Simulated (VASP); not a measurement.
# Sr (I4_1/amd) in VASP: single point with PBE

Aim: the single point of Sr with PBE.

Program: VASP 6.6.1. These are calculated values, not measurements. Logs are shortened: lines on timing, memory, paths and dates and some standing lists are left out, and cuts for length are marked.

**1. The cell of the first run**

It takes space group I4_1/amd (No. 141, tetragonal). The conventional cell has a = 7.205 Å, b = 7.205 Å, c = 4.292 Å, α = 90.00°, β = 90.00°, γ = 90.00°. Sr (site symmetry -4m2) has 10 Sr at 3.76 to 4.83 Å within 4.9 Å.

**2. Single point, PBE (strained)**

File INCAR:

```
SYSTEM = Sr
PREC     = Accurate       ! precision mode
ENCUT    = 520            ! plane-wave cutoff, eV
EDIFF    = 1E-6           ! SCF threshold, eV
ISMEAR   = 0              ! smearing method
SIGMA    = 0.1            ! smearing width, eV
LREAL    = .FALSE.        ! projectors in reciprocal space
LASPH    = .TRUE.         ! aspherical terms in the spheres
NELM     = 100            ! most SCF steps
ALGO     = Fast           ! electronic algorithm
ISIF     = 2              ! what is computed and relaxed
LWAVE    = .FALSE.        ! write WAVECAR
LCHARG   = .TRUE.         ! write CHGCAR
GGA      = PE             ! functional
LELF     = .TRUE.         ! ELF
LVHAR    = .TRUE.       
NBANDS   = 17             ! bands
```

File KPOINTS:

```
Automatic mesh
0
G
  10 10 10
  0 0 0
```

File POSCAR:

```
Sr
1.0
   -3.6025061181      3.6025061181      2.1461303903
    3.6025061181     -3.6025061181      2.1461303903
    3.6025061181      3.6025061181     -2.1461303903
Sr
2
Direct
    0.7500000000      0.2500000000      0.5000000000
    0.0000000000      0.0000000000      0.0000000000
```

Potentials or basis: VASP PAW PBE potentials, release 64 (Sr_sv).

Launch:

```
$ cat potpaw_PBE.64/Sr_sv/POTCAR > POTCAR
$ mpirun -np 1 vasp_std > vasp.out
```

OUTCAR:

```text
SYSTEM = Sr
   PREC = Accurate
   ENCUT = 520
   EDIFF = 1E-6
   ISMEAR = 0
   LREAL = .FALSE.
   LASPH = .TRUE.
   NELM = 100
   ISIF = 2
   GGA = PE

 ion  position               nearest neighbor table
   1  0.750  0.250  0.500-   2 3.76   2 3.76   2 3.76   2 3.76   2 4.83   2 4.83   2 4.83   2 4.83

   2  0.000  0.000  0.000-   1 3.76   1 3.76   1 3.76   1 3.76   1 4.83   1 4.83   1 4.83   1 4.83

  LATTYP: Found a body centered tetragonal cell.
 ALAT       =     7.2050122362
 C/A-ratio  =     0.5957326150

  Lattice vectors:

 A1 = (  -3.6025061181,   3.6025061181,   2.1461303903)
 A2 = (   3.6025061181,  -3.6025061181,   2.1461303903)
 A3 = (   3.6025061181,   3.6025061181,  -2.1461303903)

Analysis of symmetry for initial positions (statically):
=====================================================================
 Subroutine PRICEL returns:
 Original cell was already a primitive cell.

 Routine SETGRP: Setting up the symmetry group for a
 body centered tetragonal supercell.

 Subroutine GETGRP returns: Found 16 space group operations
 (whereof  8 operations were pure point group operations)
 out of a pool of 16 trial point group operations.

The static configuration has the point symmetry D_2d.
 The point group associated with its full space group is D_4h.

Analysis of symmetry for dynamics (positions and initial velocities):
=====================================================================
 Subroutine PRICEL returns:
 Original cell was already a primitive cell.

 Routine SETGRP: Setting up the symmetry group for a
 body centered tetragonal supercell.

 Subroutine GETGRP returns: Found 16 space group operations
 (whereof  8 operations were pure point group operations)
 out of a pool of 16 trial point group operations.

The dynamic configuration has the point symmetry D_2d.
 The point group associated with its full space group is D_4h.

 Subroutine INISYM returns: Found 16 space group operations
 (whereof  8 operations are pure point group operations),
 and found     1 'primitive' translations

----------------------------------------------------------------------------------------

                                     Primitive cell

  volume of cell :     111.4104

  direct lattice vectors                    reciprocal lattice vectors
[... 85 lines left out ...]
   ENCUT  =  520.0 eV  38.22 Ry    6.18 a.u.  10.28 10.28 10.28*2*pi/ulx,y,z
   NELM   =    100;   NELMIN=  2; NELMDL= -5     # of ELM steps
   EDIFF  = 0.1E-05   stopping-criterion for ELM
   LREAL  =      F    real-space projection
   EDIFFG = 0.1E-04   stopping-criterion for IOM
   NSW    =      0    number of steps for IOM
   IBRION =     -1    ionic relax: 0-MD 1-quasi-New 2-CG
   NFREE  =      0    steps in history (QN), initial steepest desc. (CG)
   ISIF   =      2    stress and relaxation
   ISYM   =      2    0-nonsym 1-usesym 2-fastsym
   POTIM  = 0.5000    time-step for ionic-motion
   TEBEG  =    0.0;   TEEND  =   0.0 temperature during run
   PSTRESS=    0.0 pullay stress
   NELECT =      20.0000    total number of electrons
   NUPDOWN=      -1.0000    fix difference up-down
   EMIN   =  10.00;   EMAX   =-10.00  energy-range for DOS
   EFERMI =   0.00;   METHOD = LEGACY
   ISMEAR =     0;   SIGMA  =   0.10  broadening in eV -4-tet -1-fermi 0-gaus
   EFERMI_NEDOS =   21; number of points for ismear=-14 and -15
   IALGO  =     68    algorithm
   IMIX   =      4    mixing-type and parameters
     AMIX     =   0.40;   BMIX     =  1.00
     AMIX_MAG =   1.60;   BMIX_MAG =  1.00
  volume/ion in A,a.u.               =      55.71       375.92
  Fermi-wavevector in a.u.,A,eV,Ry     =   0.923513  1.745186 11.604084  0.852876
  Thomas-Fermi vector in A             =   2.049158
   LORBIT       =      0    0 simple, 1 ext, 2 COOP (PROOUT), +10 PAW based schemes
   GGA     = PE    functional components
   LHFCALC =     F    Hartree Fock is set to
   AEXX    =    0.0000 exact exchange contribution
   IVDW    =     0    specifies the selected vdW correction
   LEPSILON=     F    determine dielectric tensor
   LRPA    =     F    only Hartree local field effects (RPA)
 non-spin polarized calculation
 RMM-DIIS sequential band-by-band and
 Gauss-broadening in eV      SIGMA  =   0.10
  energy-cutoff  :      520.00
  volume of cell :      111.41
 maximum number of plane-waves:      3024
 NGX is ok and might be reduce to    42
   NGX = 21   NGY = 21   NGZ = 21

 number of electron      20.0000000 magnetization

 Free energy of the ion-electron system (eV)
  ---------------------------------------------------
  ext. energy  EPLUGINS =         0.00000000
  ---------------------------------------------------
  free energy    TOTEN  =        -2.69561753 eV

  energy without entropy =       -2.67454739  energy(sigma->0) =       -2.68508246

 E-fermi :   1.3882     XC(G=0):  -7.3008

 val. band max:        1.3872824832   @ k =   0.3000   0.2000   0.0000
 cond. band min:       1.3964214291   @ k =  -0.3000   0.4000   0.3000
 fundamental gap:      0.0091389459
 Fermi energy:         1.3881544486

 k-point     1 :       0.0000    0.0000    0.0000
  band No.  band energies     occupation
      1     -35.3279      2.00000
      2     -35.2789      2.00000
      3     -17.4398      2.00000
      4     -17.4398      2.00000
      5     -17.2243      2.00000
      6     -17.2162      2.00000
[... 457 lines left out ...]
      4     -17.3749      2.00000
      5     -17.3185      2.00000
      6     -17.2641      2.00000
[... 9 lines left out ...]
     16       4.1889      0.00000
     17       4.5833      0.00000

 [... further k-points ...]

------------------------ aborting loop because EDIFF is reached ----------------------------------------

  FORCE on cell =-STRESS in cart. coord.  units (eV):
  Direction    XX          YY          ZZ          XY          YZ          ZX
  --------------------------------------------------------------------------------------
  -------------------------------------------------------------------------------------
  Total        0.6318611      0.6318611     -1.2593684      0.0000000      0.0000000      0.0000000
  in kB        9.0867099      9.0867099    -18.1108074      0.0000000      0.0000000      0.0000000
  external PRESSURE =       0.0208708 kB  Pullay stress =       0.0000000 kB

 VOLUME and BASIS-vectors are now :
 -----------------------------------------------------------------------------
  energy-cutoff  :      520.00
  volume of cell :      111.41
      direct lattice vectors                 reciprocal lattice vectors
    -3.602506118  3.602506118  2.146130390     0.000000000  0.138792269  0.232977457
     3.602506118 -3.602506118  2.146130390     0.138792269  0.000000000  0.232977457
     3.602506118  3.602506118 -2.146130390     0.138792269  0.138792269  0.000000000

 POSITION                                       TOTAL-FORCE (eV/Angst)
 -----------------------------------------------------------------------------------
     -0.00000      3.60251      1.07307        -0.000000      0.000000      0.000000
      0.00000      0.00000      0.00000         0.000000     -0.000000     -0.000000
 -----------------------------------------------------------------------------------
    total drift:                               -0.000000     -0.000000      0.000000

  FREE ENERGIE OF THE ION-ELECTRON SYSTEM (eV)
  ---------------------------------------------------
  free  energy   TOTEN  =        -2.6956175328 eV

  energy  without entropy=       -2.6745473860  energy(sigma->0) =       -2.68508246
```

Run time: 4.8 min. Hardware: 1 thread of Intel Xeon Platinum 8259CL at 2.50GHz (Skylake/Cascade Lake), shared host; peak memory 0.35 GiB.

What came out:

- Free energy: -2.6956 eV
- Pressure: 0.0 GPa
- Band gap on the k mesh: zero (bands 10 and 11 overlap by 0.66 eV)

Stress tensor (GPa, compression positive):
```
 0.91  0.00  0.00
 0.00  0.91  0.00
 0.00  0.00 -1.81
```

Caveat: the cell differs from its parent crystal (strained).
